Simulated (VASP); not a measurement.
ZrB: relaxation of cell and atoms with PBE

The system is ZrB.

```
Zr B
1.0
     0.00000    2.45500    2.45500
     2.45500    0.00000    2.45500
     2.45500    2.45500    0.00000
Zr B
1 1
Direct
  0.00000 0.00000 0.00000
  0.50000 0.50000 0.50000
```

```yaml
Program: VASP 6.6.1
Task: relaxation of cell and atoms
Functional: PBE
Potentials_or_basis: VASP PAW PBE potentials, release 64 (Zr_sv, B)
Cutoff: 600 eV
k_mesh: 9 × 9 × 9
Occupations: fermi-dirac, width 0.1 eV
Spin: no spin polarisation
Target_pressure: 10 GPa
Dipole_correction: no
Further_INCAR_settings: ALGO = Normal; EDIFF = 1e-07; IBRION = 2; EDIFFG = -0.03; NSW = 60; ISIF = 3
```

```yaml
Relaxed_volume: 13.97 Å³/atom
Relaxed_cell: a = 3.406 Å, b = 3.406 Å, c = 3.406 Å, α = 60.00°, β = 60.00°, γ = 60.00°
Space_group_after_relaxing_to_0.05_Å: Fm-3m (No. 225)
Energy_change_on_relaxing_the_enthalpy_is_what_falls: +22.8 meV/atom
Ionic_steps: 3
Pressure_after_relaxing: 9.8 GPa
```

The path:
```
step  energy change (eV)  largest force (eV/Å)  pressure (GPa)  volume (Å³)
   1              0.0000                0.0000           -0.39        29.59
   2              0.3148                0.0000           29.36        25.67
   3              0.0456                0.0000            9.75        27.95
```

Final structure:
```xyz
2
Lattice="0.0000 2.4086 2.4086 2.4086 0.0000 2.4086 2.4086 2.4086 0.0000" Properties=species:S:1:pos:R:3 pbc="T T T"
Zr    0.0000    0.0000    0.0000
B     2.4086    2.4086    2.4086
```

Levels at points of the mesh, in eV from the Fermi level:
```csv
k point,band 6,band 7,band 8,band 9,band 10,band 11
"(0.00, 0.00, 0.00)",1.80,1.80,1.80,3.31,3.31,3.54
```

It took 35 s on 1 thread of Intel(R) Xeon(R) Platinum 8488C (Sapphire Rapids) (shared host), peak memory 0.17 GiB.

Caveat: the cell is relaxed towards a set pressure, so the enthalpy falls and the energy may rise.
